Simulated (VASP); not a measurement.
# BaTiO3 (P4mm) in VASP: settings compared

Aim: see how the results for BaTiO3 move with the level of theory and the settings. Levels: PBE, r2SCAN+U, PBE+U. Tasks: relaxation of cell and atoms, single point.

All numbers are computed with VASP 6.6.1; they aren't measurements. Logs are shortened: lines on timing, memory, paths and dates and some standing lists are left out, and cuts for length are marked.

### Step 1. The cell of the first run

It takes space group P4mm (No. 99, tetragonal). Conventional cell: a = 4.000 Å, b = 4.000 Å, c = 4.018 Å, α = 90.00°, β = 90.00°, γ = 90.00°. Within 3.7 Å of Ba (site symmetry 4mm) lie 12 O at 2.79 to 2.88 Å and 8 Ti at 3.45 to 3.49 Å. Ti (site symmetry 4mm) has 6 O at 1.89 to 2.13 Å within 2.5 Å. O (site symmetry 2mm) has 2 Ti at 2.00 Å within 2.7 Å. O (site symmetry 4mm) has 2 Ti at 1.89 to 2.13 Å within 2.5 Å.

### Step 2. Relaxation of cell and atoms, PBE, target pressure 30 GPa, at which the enthalpy is minimised

INCAR

```
ALGO = Normal ; EDIFF = 1E-6
EDIFFG = -0.01 ; ENCUT = 600
GGA = PE ; IBRION = 2
ISIF = 3 ; ISMEAR = -1
LASPH = T ; LCHARG = F
LREAL = F ; LWAVE = F
NELM = 100 ; NSW = 60
PREC = Accurate ; PSTRESS = 300.0
SIGMA = 0.05
```

KPOINTS

```
k-points
0
Gamma
  7 7 7
```

POSCAR

```
BaTiO3
1.0
    3.9998000000      0.0000000000      0.0000000000
    0.0000000000      3.9998000000      0.0000000000
    0.0000000000      0.0000000000      4.0180000000
Ba Ti O
1 1 3
Direct
    0.0000000000      0.0000000000      0.0000000000
    0.5000000000      0.5000000000      0.4900000000
    0.0000000000      0.5000000000      0.5170000000
    0.5000000000      0.0000000000      0.5170000000
    0.5000000000      0.5000000000      0.0190000000
```

Potentials or basis: VASP PAW PBE potentials, release 64 (Ba_sv, Ti_sv, O).

The run is started by

```
$ cat potpaw_PBE.64/Ba_sv/POTCAR potpaw_PBE.64/Ti_sv/POTCAR potpaw_PBE.64/O/POTCAR > POTCAR
$ mpirun -np 1 vasp_std > vasp.out
```

OUTCAR:

```text
EDIFF = 1E-6
   EDIFFG = -0.01
   ENCUT = 600
   GGA = PE
   IBRION = 2
   ISIF = 3
   ISMEAR = -1
   LASPH = T
   LREAL = F
   NELM = 100
   NSW = 60
   PREC = Accurate
   PSTRESS = 300.0

 ion  position               nearest neighbor table
   1  0.000  0.000  0.000-   3 2.79   4 2.79   3 2.79   4 2.79   5 2.83   5 2.83   5 2.83   5 2.83
                             4 2.88   3 2.88   4 2.88   3 2.88   2 3.45   2 3.45   2 3.45   2 3.45
   2  0.500  0.500  0.490-   5 1.89   4 2.00   3 2.00   4 2.00   3 2.00   5 2.13   1 3.45   1 3.45
                             1 3.45   1 3.45   1 3.49   1 3.49   1 3.49   1 3.49
   3  0.000  0.500  0.517-   2 2.00   2 2.00   1 2.79   1 2.79   1 2.88   1 2.88
   4  0.500  0.000  0.517-   2 2.00   2 2.00   1 2.79   1 2.79   1 2.88   1 2.88
   5  0.500  0.500  0.019-   2 1.89   2 2.13   1 2.83   1 2.83   1 2.83   1 2.83

  LATTYP: Found a simple tetragonal cell.
 ALAT       =     3.9998000000
 C/A-ratio  =     1.0045502275

  Lattice vectors:

 A1 = (   3.9998000000,   0.0000000000,   0.0000000000)
 A2 = (   0.0000000000,   3.9998000000,   0.0000000000)
 A3 = (   0.0000000000,   0.0000000000,   4.0180000000)

Analysis of symmetry for initial positions (statically):
=====================================================================
 Subroutine PRICEL returns:
 Original cell was already a primitive cell.

 Routine SETGRP: Setting up the symmetry group for a
 simple tetragonal supercell.

 Subroutine GETGRP returns: Found  8 space group operations
 (whereof  8 operations were pure point group operations)
 out of a pool of 16 trial point group operations.

The static configuration has the point symmetry C_4v.

Analysis of symmetry for dynamics (positions and initial velocities):
=====================================================================
 Subroutine PRICEL returns:
 Original cell was already a primitive cell.

 Routine SETGRP: Setting up the symmetry group for a
 simple tetragonal supercell.

 Subroutine GETGRP returns: Found  8 space group operations
 (whereof  8 operations were pure point group operations)
 out of a pool of 16 trial point group operations.

The dynamic configuration has the point symmetry C_4v.

 Subroutine INISYM returns: Found  8 space group operations
 (whereof  8 operations are pure point group operations),
 and found     1 'primitive' translations

[... 108 lines left out ...]
   POTIM  = 0.5000    time-step for ionic-motion
   TEBEG  =    0.0;   TEEND  =   0.0 temperature during run
   PSTRESS=  300.0 pullay stress
   NELECT =      40.0000    total number of electrons
   NUPDOWN=      -1.0000    fix difference up-down
   EMIN   =  10.00;   EMAX   =-10.00  energy-range for DOS
   EFERMI =   0.00;   METHOD = LEGACY
   ISMEAR =    -1;   SIGMA  =   0.05  broadening in eV -4-tet -1-fermi 0-gaus
   EFERMI_NEDOS =   21; number of points for ismear=-14 and -15
   IALGO  =     38    algorithm
   IMIX   =      4    mixing-type and parameters
     AMIX     =   0.40;   BMIX     =  1.00
     AMIX_MAG =   1.60;   BMIX_MAG =  1.00
  volume/ion in A,a.u.               =      12.86        86.76
  Fermi-wavevector in a.u.,A,eV,Ry     =   1.397653  2.641181 26.578078  1.953434
  Thomas-Fermi vector in A             =   2.520888
   LORBIT       =      0    0 simple, 1 ext, 2 COOP (PROOUT), +10 PAW based schemes
   GGA     = PE    functional components
   LHFCALC =     F    Hartree Fock is set to
   AEXX    =    0.0000 exact exchange contribution
   IVDW    =     0    specifies the selected vdW correction
   LEPSILON=     F    determine dielectric tensor
   LRPA    =     F    only Hartree local field effects (RPA)
 conjugate gradient relaxation of ions
 non-spin polarized calculation
  energy-cutoff  :      600.00
  volume of cell :       64.28
 maximum number of plane-waves:      2174
 NGX is ok and might be reduce to    32
   NGX = 15   NGY = 15   NGZ = 17

--------------------------------------- Ionic step        1  -------------------------------------------

 number of electron      39.9999999 magnetization

 Free energy of the ion-electron system (eV)
  ---------------------------------------------------
  ext. energy  EPLUGINS =         0.00000000
  ---------------------------------------------------
  free energy    TOTEN  =       -39.98909023 eV

  energy without entropy =      -39.98909023  energy(sigma->0) =      -39.98909023

------------------------ aborting loop because EDIFF is reached ----------------------------------------

  FORCE on cell =-STRESS in cart. coord.  units (eV):
  Direction    XX          YY          ZZ          XY          YZ          ZX
  --------------------------------------------------------------------------------------
  -------------------------------------------------------------------------------------
  Total        1.5042067      1.5042067      1.8754346      0.0000000      0.0000000      0.0000000
  in kB       37.4913955     37.4913955     46.7440157      0.0000000      0.0000000      0.0000000
  external PRESSURE =    -259.4243977 kB  Pullay stress =     300.0000000 kB
[... 106 lines left out ...]
  energy  without entropy=      -39.3901929555  energy(sigma->0) =      -39.39019296

  enthalpy is  TOTEN    =       -28.5625266055 eV   P V=       10.8276663501

[... ionic steps 4 to 20 ...]

--------------------------------------- Ionic step       21  -------------------------------------------

 number of electron      40.0000002 magnetization

------------------------ aborting loop because EDIFF is reached ----------------------------------------
[... 77 lines left out ...]
--------------------------------------- Ionic step       23  -------------------------------------------

 number of electron      40.0000002 magnetization

 Free energy of the ion-electron system (eV)
  ---------------------------------------------------
  ext. energy  EPLUGINS =         0.00000000
  ---------------------------------------------------
  free energy    TOTEN  =       -39.29543107 eV

  energy without entropy =      -39.29543107  energy(sigma->0) =      -39.29543107

 E-fermi :   5.7724     XC(G=0): -11.8773

 val. band max:        4.7546633123   @ k =   0.0000   0.0000   0.0000
 cond. band min:       6.7339848973   @ k =   0.0000   0.0000   0.0000
 fundamental gap:      1.9793215850
 Fermi energy:         5.7723514265

 k-point     1 :       0.0000    0.0000    0.0000
  band No.  band energies     occupation
      1     -51.3681      2.00000
      2     -27.6544      2.00000
      3     -27.6544      2.00000
      4     -27.6543      2.00000
      5     -19.8364      2.00000
      6     -12.3537      2.00000
[... 637 lines left out ...]
     23       8.9636      0.00000
     24      10.3840      0.00000

 [... further k-points ...]
[... 5 lines left out ...]
  --------------------------------------------------------------------------------------
  -------------------------------------------------------------------------------------
  Total       10.7306623     10.7306623     10.7379036      0.0000000     -0.0000000      0.0000000
  in kB      300.8040800    300.8040800    301.0070705      0.0000000     -0.0000000      0.0000000
  external PRESSURE =       0.8717435 kB  Pullay stress =     300.0000000 kB
[... 24 lines left out ...]
  energy  without entropy=      -39.2954310716  energy(sigma->0) =      -39.29543107

  enthalpy is  TOTEN    =       -28.5934529522 eV   P V=       10.7019781197

 reached required accuracy - stopping structural energy minimisation
```

OSZICAR:

```text
N       E                     dE             d eps       ncg     rms          rms(c)
DAV:   1     0.488529045859E+03    0.48853E+03   -0.23362E+04  1920   0.201E+03
DAV:   2     0.221126284976E+01   -0.48632E+03   -0.47816E+03  2312   0.521E+02
[... 192 lines left out ...]
DAV:   5    -0.392980848002E+02   -0.56727E-06   -0.70994E-07  1024   0.879E-03
  22 F= -.28593454E+02 E0= -.28593454E+02  d E =-.208969E-04
       N       E                     dE             d eps       ncg     rms          rms(c)
DAV:   1    -0.392954431568E+02    0.26411E-02   -0.86124E-04  2152   0.304E-01    0.330E-02
DAV:   2    -0.392954325249E+02    0.10632E-04   -0.57074E-05  2288   0.729E-02    0.127E-02
DAV:   3    -0.392954307632E+02    0.17617E-05   -0.18875E-05  2336   0.284E-02    0.330E-03
DAV:   4    -0.392954310719E+02   -0.30869E-06   -0.28509E-06  1728   0.102E-02
  23 F= -.28593453E+02 E0= -.28593453E+02  d E =-.194507E-04
```

Wall time 8.4 min (1 thread of Intel Xeon 6975P-C, shared host); peak memory 0.26 GiB.

What came out:

| Property | Result |
| --- | --- |
| Free energy | -39.2954 eV |
| Relaxed volume | 11.43 Å³/atom |
| Relaxed cell | a = 3.852 Å, b = 3.852 Å, c = 3.852 Å, α = 90.00°, β = 90.00°, γ = 90.00° |
| Space group after relaxing (to 0.05 Å) | Pm-3m (No. 221) |
| Energy change on relaxing (the enthalpy is what falls) | +138.7 meV/atom |
| Ionic steps | 23 |
| Pressure after relaxing | 30.1 GPa |
| Largest force after relaxing | 0.009 eV/Å |
| Band gap on the k mesh | 1.98 eV, direct |

Forces on the atoms (eV/Å):
```
Ba   0.000  0.000  0.009
Ti   0.000  0.000  0.006
O    0.000  0.000 -0.006
O    0.000  0.000 -0.006
O    0.000  0.000 -0.002
```

Step by step:
| step | energy change (eV) | largest force (eV/Å) | pressure (GPa) | volume (Å³) |
| --- | --- | --- | --- | --- |
| 1 | 0.0000 | 0.2773 | 4.06 | 64.28 |
| 2 | 5.1321 | 3.1559 | 117.86 | 46.79 |
| 3 | 0.5989 | 0.5323 | 27.89 | 57.83 |
| 4 | 0.6574 | 0.5847 | 29.46 | 57.50 |
| 5 | 0.6818 | 0.6058 | 30.13 | 57.37 |
| 6 | 0.7038 | 0.1693 | 30.39 | 57.17 |
| 7 | 0.7129 | 0.1652 | 30.52 | 57.12 |
| 8 | 0.6652 | 0.1206 | 29.33 | 57.33 |
| 9 | 0.6400 | 0.0993 | 28.65 | 57.46 |
| 10 | 0.7179 | 0.0924 | 30.72 | 57.04 |
| 11 | 0.6975 | 0.0942 | 30.21 | 57.14 |
| 12 | 0.6960 | 0.0686 | 30.17 | 57.15 |
| 13 | 0.6952 | 0.0443 | 30.15 | 57.15 |
| 14 | 0.6807 | 0.0259 | 29.87 | 57.22 |
| 15 | 0.6769 | 0.0203 | 29.70 | 57.25 |
| 16 | 0.6787 | 0.0221 | 29.72 | 57.24 |
| 17 | 0.6831 | 0.0113 | 29.80 | 57.21 |
| 18 | 0.6869 | 0.0226 | 29.88 | 57.19 |
| 19 | 0.6862 | 0.0208 | 29.90 | 57.19 |
| 20 | 0.6843 | 0.0155 | 29.85 | 57.21 |
| 21 | 0.6856 | 0.0187 | 29.89 | 57.20 |
| 22 | 0.6910 | 0.0125 | 29.99 | 57.17 |
| 23 | 0.6937 | 0.0093 | 30.09 | 57.15 |

Final structure:
```cif
data_structure
_symmetry_space_group_name_H-M 'P 1'
_symmetry_Int_Tables_number 1
_cell_length_a 3.8520
_cell_length_b 3.8520
_cell_length_c 3.8520
_cell_angle_alpha 90.000
_cell_angle_beta 90.000
_cell_angle_gamma 90.000
_cell_volume 57.15
loop_
_atom_site_label
_atom_site_type_symbol
_atom_site_fract_x
_atom_site_fract_y
_atom_site_fract_z
_atom_site_occupancy
Ba1 Ba 0.00000 0.00000 0.00828 1
Ti1 Ti 0.50000 0.50000 0.50795 1
O1 O 0.00000 0.50000 0.50897 1
O2 O 0.50000 0.00000 0.50897 1
O3 O 0.50000 0.50000 0.00883 1
```

Levels at points of the mesh, in eV from the valence-band top:
| k point | band 18 | band 19 | band 20 | band 21 | band 22 | band 23 |
| --- | --- | --- | --- | --- | --- | --- |
| (0.00, 0.00, 0.00) | 0.00 | 0.00 | 0.00 | 1.98 | 1.98 | 1.98 |

Caveat: the cell is relaxed towards a set pressure, so the enthalpy falls and the energy may rise; spin-orbit coupling is left out, which moves the levels of the heavy elements.

### Step 3. Single point, PBE

INCAR

```
ALGO = Normal ; EDIFF = 1E-6
ENCUT = 600 ; GGA = PE
GGA_COMPAT = F ; ISIF = 2
ISMEAR = 0 ; LASPH = T
LCHARG = F ; LREAL = F
LWAVE = F ; NBANDS = 28
NELM = 120 ; PREC = Accurate
SIGMA = 0.015
```

KPOINTS is that of step 2.

POSCAR is that of step 2.

Potentials or basis: VASP PAW PBE potentials, release 64 (Ba_sv, Ti_sv, O).

The run is started by

```
$ cat potpaw_PBE.64/Ba_sv/POTCAR potpaw_PBE.64/Ti_sv/POTCAR potpaw_PBE.64/O/POTCAR > POTCAR
$ mpirun -np 1 vasp_std > vasp.out
```

Run time: 65 s. Hardware: 1 thread of Intel Xeon 6975P-C, shared host; peak memory 0.24 GiB.

It converged, with:

| Item | Value |
| --- | --- |
| Free energy | -39.9891 eV |
| Pressure | 4.0 GPa |
| Largest force | 0.277 eV/Å |
| Band gap on the k mesh | 1.87 eV, indirect (least direct gap 2.06 eV) |

Forces on the atoms (eV/Å):
```
Ba   0.000  0.000  0.076
Ti   0.000  0.000 -0.117
O    0.000  0.000 -0.118
O    0.000  0.000 -0.118
O    0.000  0.000  0.277
```

Stress tensor (GPa, compression positive):
```
3.74 0.00 0.00
0.00 3.74 0.00
0.00 0.00 4.66
```

Levels at points of the mesh, in eV from the valence-band top:
| k point | band 18 | band 19 | band 20 | band 21 | band 22 | band 23 |
| --- | --- | --- | --- | --- | --- | --- |
| (0.00, 0.00, 0.00) | -0.21 | -0.19 | -0.19 | 1.87 | 2.08 | 2.08 |

Caveat: spin-orbit coupling is left out, which moves the levels of the heavy elements.

### Step 4. Single point, r2SCAN+U

This run uses another cell than the first one, of 12.90 Å³/atom, 1.003 times its volume.

POSCAR

```
BaTiO3
1.0
    4.0042243753      0.0000000000      0.0000000000
    0.0000000000      4.0042243753      0.0000000000
    0.0000000000      0.0000000000      4.0229830344
Ba Ti O
1 1 3
Direct
    0.0000000000      0.0000000000      0.0042790896
    0.5000000000      0.5000000000      0.4967001530
    0.0000000000      0.5000000000      0.5120270747
    0.5000000000      0.0000000000      0.5120270747
    0.5000000000      0.5000000000      0.0179666081
```

INCAR.step1

```
ALGO = Normal
EDIFF = 1E-4
ENCUT = 520
GGA = PE
ISMEAR = -1
LASPH = T
LCHARG = F
LDAU = T
LDAUJ = 0 0 0
LDAUL = -1 2 -1
LDAUTYPE = 2
LDAUU = 0 5 0
LMAXMIX = 4
LREAL = F
LWAVE = T
NBANDS = 28
NELM = 150
PREC = Accurate
SIGMA = 0.05
```

INCAR.step2

```
ALGO = Normal
EDIFF = 1E-7
ENCUT = 520
ISIF = 2
ISMEAR = -1
ISTART = 1
LASPH = T
LCHARG = T
LDAU = T
LDAUJ = 0 0 0
LDAUL = -1 2 -1
LDAUPRINT = 1
LDAUTYPE = 2
LDAUU = 0 5 0
LELF = T
LMAXMIX = 4
LMIXTAU = T
LREAL = F
LVHAR = T
LWAVE = F
METAGGA = R2SCAN
NBANDS = 28
NELM = 150
PREC = Accurate
SIGMA = 0.05
```

KPOINTS is that of step 3.

The run is started by

```
$ cat potpaw_PBE.64/Ba_sv/POTCAR potpaw_PBE.64/Ti_sv/POTCAR potpaw_PBE.64/O/POTCAR > POTCAR
$ cp INCAR.step1 INCAR
$ mpirun -np 1 vasp_std > vasp.out
$ cp INCAR.step2 INCAR
$ mpirun -np 1 vasp_std > vasp.out
```

Wall time 2.9 min (1 thread of Intel Xeon Platinum 8488C (Sapphire Rapids), shared host); peak memory 0.22 GiB.

The run converged. Its results:

```
Free energy            : -71.0457 eV
Pressure               : 4.3 GPa
Largest force          : 0.382 eV/Å
Band gap on the k mesh : 2.91 eV, indirect (least direct gap 3.09 eV)
```

Forces in eV/Å, atoms in the order of the input:
```
Ba   0.000  0.000  0.010
Ti   0.000  0.000  0.382
O    0.000  0.000 -0.005
O    0.000  0.000 -0.005
O    0.000  0.000 -0.382
```

Stress tensor (GPa, compression positive):
```
4.18 0.00 0.00
0.00 4.18 0.00
0.00 0.00 4.42
```

Levels at points of the mesh, in eV from the valence-band top:
| k point | band 18 | band 19 | band 20 | band 21 | band 22 | band 23 |
| --- | --- | --- | --- | --- | --- | --- |
| (0.00, 0.00, 0.00) | -0.20 | -0.18 | -0.18 | 2.91 | 2.96 | 2.96 |

Eigenvalues of the final occupation matrices:
```tsv
site	spin	trace	eigenvalues
site 2 d	1	0.74	0.09 0.09 0.09 0.23 0.23
site 2 d	2	0.74	0.09 0.09 0.09 0.23 0.23
```

Caveat: the PAW data sets were made with another functional, which shifts forces and pressure a little; spin-orbit coupling is left out, which moves the levels of the heavy elements.

[end of part 1 of 2]
